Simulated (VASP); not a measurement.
# TePPb2O6 (Fm-3m) in VASP: single point with r2SCAN

Aim: the single point of TePPb2O6 with r2SCAN.

All numbers are computed with VASP 6.6.1; they aren't measurements. Logs are shortened: lines on timing, memory, paths and dates and some standing lists are left out, and cuts for length are marked.

### 1 The cell of the first run

The structure is cubic, space group Fm-3m (No. 225). Conventional cell: a = 7.925 Å, b = 7.925 Å, c = 7.925 Å, α = 90.00°, β = 90.00°, γ = 90.00°. O (site symmetry 4mm) has 1 P at 1.74 Å and 1 Te at 2.22 Å within 2.3 Å. Pb (site symmetry -43m) has 12 O at 2.81 Å and 4 Te at 3.43 Å and 4 P at 3.43 Å within 3.7 Å. Within 2.9 Å of Te (site symmetry m-3m) lie 6 O at 2.22 Å. Within 2.3 Å of P (site symmetry m-3m) lie 6 O at 1.74 Å.

### 2 Single point, r2SCAN

POSCAR

```
TePPb2O6
1.0
    0.0000000000      3.9625810000      3.9625810000
    3.9625810000      0.0000000000      3.9625810000
    3.9625810000      3.9625810000      0.0000000000
O Pb Te P
6 2 1 1
Direct
    0.7801208190      0.2198791810      0.2198791810
    0.2198791810      0.7801208190      0.2198791810
    0.2198791810      0.7801208190      0.7801208190
    0.7801208190      0.2198791810      0.7801208190
    0.2198791810      0.2198791810      0.7801208190
    0.7801208190      0.7801208190      0.2198791810
    0.2500000000      0.2500000000      0.2500000000
    0.7500000000      0.7500000000      0.7500000000
    0.5000000000      0.5000000000      0.5000000000
    0.0000000000      0.0000000000      0.0000000000
```

INCAR.step1

```
SYSTEM = TePPb2O6
  ALGO = Normal
  EDIFF = 1E-4
  ENCUT = 520
  GGA = PE
  ISMEAR = 1
  LASPH = .TRUE.
  LCHARG = .FALSE.
  LREAL = .FALSE.
  LWAVE = .TRUE.
  NBANDS = 48
  NELM = 60
  PREC = Accurate
  SIGMA = 0.1107
```

INCAR.step2

```
SYSTEM = TePPb2O6
  ALGO = Normal
  EDIFF = 1E-7
  ENCUT = 520
  ISIF = 2
  ISMEAR = 1
  ISTART = 1
  LASPH = .TRUE.
  LCHARG = .FALSE.
  LMIXTAU = .TRUE.
  LREAL = .FALSE.
  LWAVE = .FALSE.
  METAGGA = R2SCAN
  NBANDS = 48
  NELM = 60
  PREC = Accurate
  SIGMA = 0.1107
```

KPOINTS

```
k-points
0
G
  7 7 7
  0 0 0
```

Potentials or basis: VASP PAW PBE potentials, release 64 (O, Pb_d, Te, P).

The run is started by

```sh
> cat potpaw_PBE.64/O/POTCAR potpaw_PBE.64/Pb_d/POTCAR potpaw_PBE.64/Te/POTCAR potpaw_PBE.64/P/POTCAR > POTCAR
> cp INCAR.step1 INCAR
> mpirun -np 1 vasp_std > vasp.out
> cp INCAR.step2 INCAR
> mpirun -np 1 vasp_std > vasp.out
```

OUTCAR:

```text
SYSTEM = TePPb2O6
   EDIFF = 1E-7
   ENCUT = 520
   ISIF = 2
   ISMEAR = 1
   ISTART = 1
   LASPH = .TRUE.
   LREAL = .FALSE.
   METAGGA = R2SCAN
   NELM = 60
   PREC = Accurate

 ion  position               nearest neighbor table
   1  0.780  0.220  0.220-  10 1.74   9 2.22   7 2.81   8 2.81   8 2.81   7 2.81
   2  0.220  0.780  0.220-  10 1.74   9 2.22   7 2.81   8 2.81   8 2.81   7 2.81
   3  0.220  0.780  0.780-  10 1.74   9 2.22   8 2.81   7 2.81   7 2.81   8 2.81
   4  0.780  0.220  0.780-  10 1.74   9 2.22   8 2.81   7 2.81   7 2.81   8 2.81
   5  0.220  0.220  0.780-  10 1.74   9 2.22   7 2.81   8 2.81   8 2.81   7 2.81
   6  0.780  0.780  0.220-  10 1.74   9 2.22   8 2.81   7 2.81   7 2.81   8 2.81
   7  0.250  0.250  0.250-   4 2.81   6 2.81   3 2.81   6 2.81   3 2.81   4 2.81   1 2.81   2 2.81
                             5 2.81   1 2.81   2 2.81   5 2.81  10 3.43  10 3.43  10 3.43   9 3.43
   8  0.750  0.750  0.750-   3 2.81   4 2.81   6 2.81   1 2.81   2 2.81   1 2.81   5 2.81   2 2.81
                             5 2.81   4 2.81   3 2.81   6 2.81   9 3.43  10 3.43   9 3.43  10 3.43
   9  0.500  0.500  0.500-   1 2.22   2 2.22   3 2.22   4 2.22   5 2.22   6 2.22   7 3.43   7 3.43
                             7 3.43   7 3.43   8 3.43   8 3.43   8 3.43   8 3.43
  10  0.000  0.000  0.000-   1 1.74   2 1.74   3 1.74   4 1.74   5 1.74   6 1.74   8 3.43   8 3.43
                             8 3.43   7 3.43   8 3.43   7 3.43   7 3.43   7 3.43

  LATTYP: Found a face centered cubic cell.
 ALAT       =     7.9251620000

  Lattice vectors:

 A1 = (   0.0000000000,   3.9625810000,   3.9625810000)
 A2 = (   3.9625810000,   0.0000000000,   3.9625810000)
 A3 = (   3.9625810000,   3.9625810000,   0.0000000000)

Analysis of symmetry for initial positions (statically):
=====================================================================
 Subroutine PRICEL returns:
 Original cell was already a primitive cell.

 Routine SETGRP: Setting up the symmetry group for a
 face centered cubic supercell.

 Subroutine GETGRP returns: Found 48 space group operations
 (whereof 48 operations were pure point group operations)
 out of a pool of 48 trial point group operations.

The static configuration has the point symmetry O_h .

Analysis of symmetry for dynamics (positions and initial velocities):
=====================================================================
 Subroutine PRICEL returns:
 Original cell was already a primitive cell.

 Routine SETGRP: Setting up the symmetry group for a
 face centered cubic supercell.

 Subroutine GETGRP returns: Found 48 space group operations
 (whereof 48 operations were pure point group operations)
 out of a pool of 48 trial point group operations.

The dynamic configuration has the point symmetry O_h .

 Subroutine INISYM returns: Found 48 space group operations
 (whereof 48 operations are pure point group operations),
 and found     1 'primitive' translations

----------------------------------------------------------------------------------------

                                     Primitive cell

  volume of cell :     124.4413

  direct lattice vectors                    reciprocal lattice vectors
     0.000000000  3.962581000  3.962581000    -0.126180386  0.126180386  0.126180386
     3.962581000  0.000000000  3.962581000     0.126180386 -0.126180386  0.126180386
     3.962581000  3.962581000  0.000000000     0.126180386  0.126180386 -0.126180386

  length of vectors
     5.603935792  5.603935792  5.603935792     0.218550839  0.218550839  0.218550839

  position of ions in fractional coordinates (direct lattice)
     0.780120819  0.219879181  0.219879181
     0.219879181  0.780120819  0.219879181
     0.219879181  0.780120819  0.780120819
     0.780120819  0.219879181  0.780120819
     0.219879181  0.219879181  0.780120819
     0.780120819  0.780120819  0.219879181
     0.250000000  0.250000000  0.250000000
     0.750000000  0.750000000  0.750000000
     0.500000000  0.500000000  0.500000000
     0.000000000  0.000000000  0.000000000

  ion indices of the primitive-cell ions
   primitive index   ion index
                 1           1
                 2           2
                 3           3
                 4           4
                 5           5
                 6           6
                 7           7
                 8           8
                 9           9
                10          10

----------------------------------------------------------------------------------------

 KPOINTS: k-points

Automatic generation of k-mesh.
 Grid dimensions read from file:
 generate k-points for:    7    7    7

 Generating k-lattice:

  Cartesian coordinates                     Fractional coordinates (reciprocal lattice)
    -0.018025769  0.018025769  0.018025769     0.142857143  0.000000000  0.000000000
     0.018025769 -0.018025769  0.018025769     0.000000000  0.142857143  0.000000000
     0.018025769  0.018025769 -0.018025769     0.000000000  0.000000000  0.142857143

  Length of vectors
     0.031221548  0.031221548  0.031221548

  Shift w.r.t. Gamma in fractional coordinates (k-lattice)
     0.000000000  0.000000000  0.000000000

 Subroutine IBZKPT returns following result:
 ===========================================

 Found     20 irreducible k-points:

 Following reciprocal coordinates:
            Coordinates               Weight
  0.000000  0.000000  0.000000      1.000000
  0.142857  0.000000  0.000000      8.000000
  0.285714  0.000000  0.000000      8.000000
  0.428571  0.000000  0.000000      8.000000
  0.142857  0.142857  0.000000      6.000000
  0.285714  0.142857  0.000000     24.000000
[... 12 lines left out ...]
 -0.428571  0.428571  0.142857     24.000000
 -0.285714  0.428571  0.142857     24.000000
   k-points           NKPTS =     20   k-points in BZ     NKDIM =     20   number of bands    NBANDS=     48
   number of dos      NEDOS =    301   number of ions     NIONS =     10
   total plane-waves  NPLWV =  74088
   dimension x,y,z NGX =    42 NGY =   42 NGZ =   42
   dimension x,y,z NGXF=    84 NGYF=   84 NGZF=   84
   ions per type =               6   2   1   1
   NGX,Y,Z   is equivalent  to a cutoff of  12.46, 12.46, 12.46 a.u.
   NGXF,Y,Z  is equivalent  to a cutoff of  24.92, 24.92, 24.92 a.u.
 SYSTEM =  TePPb2O6
   PREC   = accura    normal or accurate (medium, high low for compatibility)
   ISTART =      1    job   : 0-new  1-cont  2-samecut
   ICHARG =      0    charge: 1-file 2-atom 10-const
   ISPIN  =      1    spin polarized calculation?
   LNONCOLLINEAR =      F non collinear calculations
   LSORBIT =      F    spin-orbit coupling
   LASPH  =      T    aspherical Exc in radial PAW
   ENCUT  =  520.0 eV  38.22 Ry    6.18 a.u.  10.42 10.42 10.42*2*pi/ulx,y,z
   NELM   =     60;   NELMIN=  2; NELMDL=  0     # of ELM steps
   EDIFF  = 0.1E-06   stopping-criterion for ELM
   LREAL  =      F    real-space projection
   EDIFFG = 0.1E-05   stopping-criterion for IOM
   NSW    =      0    number of steps for IOM
   IBRION =     -1    ionic relax: 0-MD 1-quasi-New 2-CG
   NFREE  =      0    steps in history (QN), initial steepest desc. (CG)
   ISIF   =      2    stress and relaxation
   ISYM   =      2    0-nonsym 1-usesym 2-fastsym
   POTIM  = 0.5000    time-step for ionic-motion
   TEBEG  =    0.0;   TEEND  =   0.0 temperature during run
   PSTRESS=    0.0 pullay stress
   NELECT =      75.0000    total number of electrons
   NUPDOWN=      -1.0000    fix difference up-down
   EMIN   =  10.00;   EMAX   =-10.00  energy-range for DOS
   EFERMI =   0.00;   METHOD = LEGACY
   ISMEAR =     1;   SIGMA  =   0.11  broadening in eV -4-tet -1-fermi 0-gaus
   EFERMI_NEDOS =   21; number of points for ismear=-14 and -15
   IALGO  =     38    algorithm
   IMIX   =      4    mixing-type and parameters
     AMIX     =   0.40;   BMIX     =  1.00
     AMIX_MAG =   1.60;   BMIX_MAG =  1.00
  volume/ion in A,a.u.               =      12.44        83.98
  Fermi-wavevector in a.u.,A,eV,Ry     =   1.382846  2.613200 26.017912  1.912263
  Thomas-Fermi vector in A             =   2.507499
   LORBIT       =      0    0 simple, 1 ext, 2 COOP (PROOUT), +10 PAW based schemes
   METAGGA = R2SCAN    functional components
   LHFCALC =     F    Hartree Fock is set to
   AEXX    =    0.0000 exact exchange contribution
   IVDW    =     0    specifies the selected vdW correction
   LEPSILON=     F    determine dielectric tensor
   LRPA    =     F    only Hartree local field effects (RPA)
 non-spin polarized calculation
 Methfessel and Paxton  Order N= 1 SIGMA  =   0.11
  energy-cutoff  :      520.00
  volume of cell :      124.44
 maximum number of plane-waves:      3383
 NGX is ok and might be reduce to    42
   NGX = 21   NGY = 21   NGZ = 21

 number of electron      74.9999986 magnetization

 Free energy of the ion-electron system (eV)
  ---------------------------------------------------
  ext. energy  EPLUGINS =         0.00000000
  ---------------------------------------------------
  free energy    TOTEN  =      -193.90757416 eV

  energy without entropy =     -193.90518862  energy(sigma->0) =     -193.90677898

 E-fermi :   9.9015     XC(G=0): -12.1224

 val. band max:        9.8735436548   @ k =  -0.4286   0.2857   0.1429
 cond. band min:       9.9218405498   @ k =  -0.2857   0.2857   0.0000
 fundamental gap:      0.0482968949
 Fermi energy:         9.9014819224

 k-point     1 :       0.0000    0.0000    0.0000
  band No.  band energies     occupation
      1     -14.6473      2.00000
      2     -12.1058      2.00000
      3     -12.1058      2.00000
      4     -12.1058      2.00000
      5     -10.9613      2.00000
      6     -10.9613      2.00000
[... 40 lines left out ...]
     47      16.0957      0.00000
     48      17.3731      0.00000
[... 967 lines left out ...]
     47      15.5490      0.00000
     48      18.2272      0.00000

------------------------ aborting loop because EDIFF is reached ----------------------------------------

  FORCE on cell =-STRESS in cart. coord.  units (eV):
  Direction    XX          YY          ZZ          XY          YZ          ZX
  --------------------------------------------------------------------------------------
  -------------------------------------------------------------------------------------
  Total        4.1170940      4.1170940      4.1170940     -0.0000000     -0.0000000      0.0000000
  in kB       53.0074497     53.0074497     53.0074497     -0.0000000     -0.0000000      0.0000000
  external PRESSURE =      53.0074497 kB  Pullay stress =       0.0000000 kB

 VOLUME and BASIS-vectors are now :
 -----------------------------------------------------------------------------
  energy-cutoff  :      520.00
  volume of cell :      124.44
      direct lattice vectors                 reciprocal lattice vectors
     0.000000000  3.962581000  3.962581000    -0.126180386  0.126180386  0.126180386
     3.962581000  0.000000000  3.962581000     0.126180386 -0.126180386  0.126180386
     3.962581000  3.962581000  0.000000000     0.126180386  0.126180386 -0.126180386

 POSITION                                       TOTAL-FORCE (eV/Angst)
 -----------------------------------------------------------------------------------
      1.74258      3.96258      3.96258         0.030670     -0.000000     -0.000000
      3.96258      1.74258      3.96258         0.000000      0.030670     -0.000000
      6.18258      3.96258      3.96258        -0.030670     -0.000000     -0.000000
      3.96258      6.18258      3.96258         0.000000     -0.030670     -0.000000
      3.96258      3.96258      1.74258         0.000000     -0.000000      0.030670
      3.96258      3.96258      6.18258         0.000000     -0.000000     -0.030670
      1.98129      1.98129      1.98129        -0.000000     -0.000000     -0.000000
      5.94387      5.94387      5.94387         0.000000     -0.000000     -0.000000
      3.96258      3.96258      3.96258         0.000000     -0.000000     -0.000000
      0.00000      0.00000      0.00000         0.000000     -0.000000     -0.000000
 -----------------------------------------------------------------------------------
    total drift:                                0.000000      0.000000      0.000000

  FREE ENERGIE OF THE ION-ELECTRON SYSTEM (eV)
  ---------------------------------------------------
  free  energy   TOTEN  =      -193.9075741604 eV

  energy  without entropy=     -193.9051886190  energy(sigma->0) =     -193.90677898
```

It took 18 min on 1 thread of Oxide Virtual Turin-like, shared host; peak memory 0.32 GiB.

What came out:

* Free energy: -193.9076 eV
* Pressure: 5.3 GPa
* Largest force: 0.031 eV/Å

Forces on the atoms (eV/Å):
```
O    0.031  0.000  0.000
O    0.000  0.031  0.000
O   -0.031  0.000  0.000
O    0.000 -0.031  0.000
O    0.000  0.000  0.031
O    0.000  0.000 -0.031
Pb   0.000  0.000  0.000
Pb   0.000  0.000  0.000
Te   0.000  0.000  0.000
P    0.000  0.000  0.000
```

Levels at points of the mesh, in eV from the Fermi level:
```csv
k point,band 35,band 36,band 37,band 38,band 39,band 40
"(0.00, 0.00, 0.00)",-3.25,-3.25,-3.25,-0.08,-0.08,-0.08
```

Caveat: the PAW data sets were made with another functional, which shifts forces and pressure a little; spin-orbit coupling is left out, which moves the levels of the heavy elements; an odd number of electrons without spin polarisation forces a metal; a magnetic or distorted state may lie lower.
